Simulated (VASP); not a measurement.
# HfN in VASP: further runs

The runs below take HfN through single point, with PBE.

All numbers are computed with VASP 6.6.1; they aren't measurements. Logs are shortened: lines on timing, memory, paths and dates and some standing lists are left out, and cuts for length are marked.

## 1. The cell of the first run

The structure is tetragonal, space group I4/mmm (No. 139). Conventional cell: a = 3.291 Å, b = 3.291 Å, c = 4.518 Å, α = 90.00°, β = 90.00°, γ = 90.00°. Within 3.0 Å of Hf (site symmetry 4/mmm) lie 6 N at 2.26 to 2.33 Å. Within 3.0 Å of N (site symmetry 4/mmm) lie 6 Hf at 2.26 to 2.33 Å.

## 2. Single point, PBE (equal xx and yy strain of +3 %)

File INCAR:

```
SYSTEM = HfN
PREC = Accurate ; ENCUT = 520
EDIFF = 1E-6 ; ISMEAR = -1
SIGMA = 0.03 ; LREAL = .False.
LASPH = .True. ; NELM = 80
ALGO = Normal ; ISIF = 2
LWAVE = .False. ; LCHARG = .True.
GGA = PE ; LELF = .True.
LVHAR = .True. ; NBANDS = 14
```

File KPOINTS:

```
regular mesh
0
Gamma
  10 10 10
  0 0 0
```

File POSCAR:

```
HfN
1.0
    0.0000000000      2.3267700000      2.2590000000
    2.3267700000      0.0000000000      2.2590000000
    2.3267700000      2.3267700000      0.0000000000
Hf N
1 1
Direct
    0.0000000000      0.0000000000      0.0000000000
    0.5000000000      0.5000000000      0.5000000000
```

Potentials or basis: VASP PAW PBE potentials, release 64 (Hf_pv, N).

Launch:

```console
> cat potpaw_PBE.64/Hf_pv/POTCAR potpaw_PBE.64/N/POTCAR > POTCAR
> mpirun -np 1 vasp_std > vasp.out
```

OUTCAR:

```text
SYSTEM = HfN
   PREC = Accurate
   ENCUT = 520
   EDIFF = 1E-6
   ISMEAR = -1
   LREAL = .False.
   LASPH = .True.
   NELM = 80
   ISIF = 2
   GGA = PE

 ion  position               nearest neighbor table
   1  0.000  0.000  0.000-   2 2.26   2 2.26   2 2.33   2 2.33   2 2.33   2 2.33
   2  0.500  0.500  0.500-   1 2.26   1 2.26   1 2.33   1 2.33   1 2.33   1 2.33

  LATTYP: Found a body centered tetragonal cell.
 ALAT       =     3.2905496905
 C/A-ratio  =     1.3730228761

  Lattice vectors:

 A1 = (   0.0000000000,  -2.3267700000,  -2.2590000000)
 A2 = (   0.0000000000,   2.3267700000,  -2.2590000000)
 A3 = (   2.3267700000,   0.0000000000,   2.2590000000)

Analysis of symmetry for initial positions (statically):
=====================================================================
 Subroutine PRICEL returns:
 Original cell was already a primitive cell.

 Routine SETGRP: Setting up the symmetry group for a
 body centered tetragonal supercell.

 Subroutine GETGRP returns: Found 16 space group operations
 (whereof 16 operations were pure point group operations)
 out of a pool of 16 trial point group operations.

The static configuration has the point symmetry D_4h.

Analysis of symmetry for dynamics (positions and initial velocities):
=====================================================================
 Subroutine PRICEL returns:
 Original cell was already a primitive cell.

 Routine SETGRP: Setting up the symmetry group for a
 body centered tetragonal supercell.

 Subroutine GETGRP returns: Found 16 space group operations
 (whereof 16 operations were pure point group operations)
 out of a pool of 16 trial point group operations.

The dynamic configuration has the point symmetry D_4h.

 Subroutine INISYM returns: Found 16 space group operations
 (whereof 16 operations are pure point group operations),
 and found     1 'primitive' translations

----------------------------------------------------------------------------------------

                                     Primitive cell

  volume of cell :      24.4598

  direct lattice vectors                    reciprocal lattice vectors
     0.000000000  2.326770000  2.259000000    -0.214890170  0.214890170  0.221336875
     2.326770000  0.000000000  2.259000000     0.214890170 -0.214890170  0.221336875
     2.326770000  2.326770000  0.000000000     0.214890170  0.214890170 -0.221336875

  length of vectors
     3.242983138  3.242983138  3.290549691     0.375959549  0.375959549  0.375959549

  position of ions in fractional coordinates (direct lattice)
[... 84 lines left out ...]
   NFREE  =      0    steps in history (QN), initial steepest desc. (CG)
   ISIF   =      2    stress and relaxation
   ISYM   =      2    0-nonsym 1-usesym 2-fastsym
   POTIM  = 0.5000    time-step for ionic-motion
   TEBEG  =    0.0;   TEEND  =   0.0 temperature during run
   PSTRESS=    0.0 pullay stress
   NELECT =      15.0000    total number of electrons
   NUPDOWN=      -1.0000    fix difference up-down
   EMIN   =  10.00;   EMAX   =-10.00  energy-range for DOS
   EFERMI =   0.00;   METHOD = LEGACY
   ISMEAR =    -1;   SIGMA  =   0.03  broadening in eV -4-tet -1-fermi 0-gaus
   EFERMI_NEDOS =   21; number of points for ismear=-14 and -15
   IALGO  =     38    algorithm
   IMIX   =      4    mixing-type and parameters
     AMIX     =   0.40;   BMIX     =  1.00
     AMIX_MAG =   1.60;   BMIX_MAG =  1.00
  volume/ion in A,a.u.               =      12.23        82.53
  Fermi-wavevector in a.u.,A,eV,Ry     =   1.390873  2.628369 26.320855  1.934528
  Thomas-Fermi vector in A             =   2.514766
   LORBIT       =      0    0 simple, 1 ext, 2 COOP (PROOUT), +10 PAW based schemes
   GGA     = PE    functional components
   LHFCALC =     F    Hartree Fock is set to
   AEXX    =    0.0000 exact exchange contribution
   IVDW    =     0    specifies the selected vdW correction
   LEPSILON=     F    determine dielectric tensor
   LRPA    =     F    only Hartree local field effects (RPA)
 non-spin polarized calculation
  energy-cutoff  :      520.00
  volume of cell :       24.46
 maximum number of plane-waves:       671
   NGX = 13   NGY = 13   NGZ = 13

 number of electron      15.0000000 magnetization

 Free energy of the ion-electron system (eV)
  ---------------------------------------------------
  ext. energy  EPLUGINS =         0.00000000
  ---------------------------------------------------
  free energy    TOTEN  =       -21.69365536 eV

  energy without entropy =      -21.69168850  energy(sigma->0) =      -21.69267193

 E-fermi :   7.9069     XC(G=0): -12.4225

 val. band max:        7.8641636400   @ k =  -0.1000   0.1000   0.0000
 cond. band min:       7.9248931796   @ k =  -0.4000   0.0000   0.3000
 fundamental gap:      0.0607295396
 Fermi energy:         7.9068956414

 k-point     1 :       0.0000    0.0000    0.0000
  band No.  band energies     occupation
      1     -23.5270      2.00000
      2     -23.5270      2.00000
      3     -23.4836      2.00000
      4      -9.2977      2.00000
      5       4.8693      2.00000
      6       4.8693      2.00000
      7       4.9936      2.00000
      8       7.4539      2.00000
      9       7.4539      2.00000
     10       7.7537      1.98797
     11       8.8637      0.00000
     12       9.4842      0.00000
     13      10.1740      0.00000
     14      17.2974      0.00000
[... 377 lines left out ...]
      1     -24.0393      2.00000
      2     -23.7471      2.00000
      3     -23.7347      2.00000
      4      -7.9349      2.00000
      5       1.4479      2.00000
      6       3.3244      2.00000
      7       3.7321      2.00000
      8       5.4759      2.00000
      9      11.5649      0.00000
     10      11.7716      0.00000
     11      12.3139      0.00000
     12      12.3512      0.00000
     13      16.8124      0.00000
     14      18.7051      0.00000

 [... further k-points ...]
[... 5 lines left out ...]
  --------------------------------------------------------------------------------------
  -------------------------------------------------------------------------------------
  Total       -2.2392210     -2.2392210     -0.6685410      0.0000000      0.0000000     -0.0000000
  in kB     -146.6744287   -146.6744287    -43.7910633      0.0000000      0.0000000     -0.0000000
  external PRESSURE =    -112.3799736 kB  Pullay stress =       0.0000000 kB

 VOLUME and BASIS-vectors are now :
 -----------------------------------------------------------------------------
  energy-cutoff  :      520.00
  volume of cell :       24.46
      direct lattice vectors                 reciprocal lattice vectors
     0.000000000  2.326770000  2.259000000    -0.214890170  0.214890170  0.221336875
     2.326770000  0.000000000  2.259000000     0.214890170 -0.214890170  0.221336875
     2.326770000  2.326770000  0.000000000     0.214890170  0.214890170 -0.221336875

 POSITION                                       TOTAL-FORCE (eV/Angst)
 -----------------------------------------------------------------------------------
      0.00000      0.00000      0.00000         0.000000      0.000000     -0.000000
      2.32677      2.32677      2.25900        -0.000000     -0.000000      0.000000
 -----------------------------------------------------------------------------------
    total drift:                                0.000000     -0.000000     -0.000000

  FREE ENERGIE OF THE ION-ELECTRON SYSTEM (eV)
  ---------------------------------------------------
  free  energy   TOTEN  =       -21.6936553634 eV

  energy  without entropy=      -21.6916885002  energy(sigma->0) =      -21.69267193
```

OSZICAR:

```text
N       E                     dE             d eps       ncg     rms          rms(c)
DAV:   1     0.390875704238E+02    0.39088E+02   -0.78940E+03  2864   0.101E+03
DAV:   2    -0.226016564643E+02   -0.61689E+02   -0.57435E+02  3838   0.234E+02
DAV:   3    -0.247134495945E+02   -0.21118E+01   -0.21049E+01  3320   0.356E+01
DAV:   4    -0.247218728165E+02   -0.84232E-02   -0.84224E-02  3426   0.266E+00
DAV:   5    -0.247219278577E+02   -0.55041E-04   -0.55041E-04  3272   0.187E-01    0.438E+01
DAV:   6    -0.218319292147E+02    0.28900E+01   -0.86288E+00  3132   0.219E+01    0.383E+01
DAV:   7    -0.217273080052E+02    0.10462E+00   -0.48393E-01  3438   0.609E+00    0.254E+01
DAV:   8    -0.217018187091E+02    0.25489E-01   -0.15414E-01  3168   0.333E+00    0.652E+00
DAV:   9    -0.216937293082E+02    0.80894E-02   -0.21038E-02  3192   0.117E+00    0.197E+00
DAV:  10    -0.216936878667E+02    0.41442E-04   -0.10422E-03  3742   0.308E-01    0.442E-01
DAV:  11    -0.216936568682E+02    0.30998E-04   -0.65091E-05  3528   0.779E-02    0.103E-01
DAV:  12    -0.216936553963E+02    0.14719E-05   -0.76269E-06  3762   0.229E-02    0.366E-03
DAV:  13    -0.216936553634E+02    0.32945E-07   -0.19256E-07  1800   0.448E-03
   1 F= -.21693655E+02 E0= -.21692672E+02  d E =-.196686E-02
```

Run time: 11 s. Hardware: 1 thread of Intel Xeon 6975P-C (Granite Rapids), shared host; peak memory 0.16 GiB.

What came out:

```
Free energy : -21.6937 eV
Pressure    : -11.2 GPa
```

Stress tensor (GPa, compression positive):
```
-14.67   0.00   0.00
  0.00 -14.67   0.00
  0.00   0.00  -4.38
```

Levels at points of the mesh, in eV from the Fermi level:
| k point | band 6 | band 7 | band 8 | band 9 | band 10 | band 11 |
| --- | --- | --- | --- | --- | --- | --- |
| (0.00, 0.00, 0.00) | -3.04 | -2.91 | -0.45 | -0.45 | -0.15 | 0.96 |
| (0.50, 0.00, 0.00) | -5.95 | -5.93 | 2.95 | 3.31 | 3.48 | 4.07 |
| (0.50, 0.50, 0.00) | -3.78 | -3.78 | -3.65 | 3.75 | 4.86 | 5.04 |
| (0.50, 0.00, 0.50) | -3.70 | -3.59 | -3.56 | 3.63 | 4.84 | 5.01 |

Caveat: the cell differs from its parent crystal (equal xx and yy strain of +3 %); spin-orbit coupling is left out, which moves the levels of the heavy elements.

(Continued in part 2 of 2.)
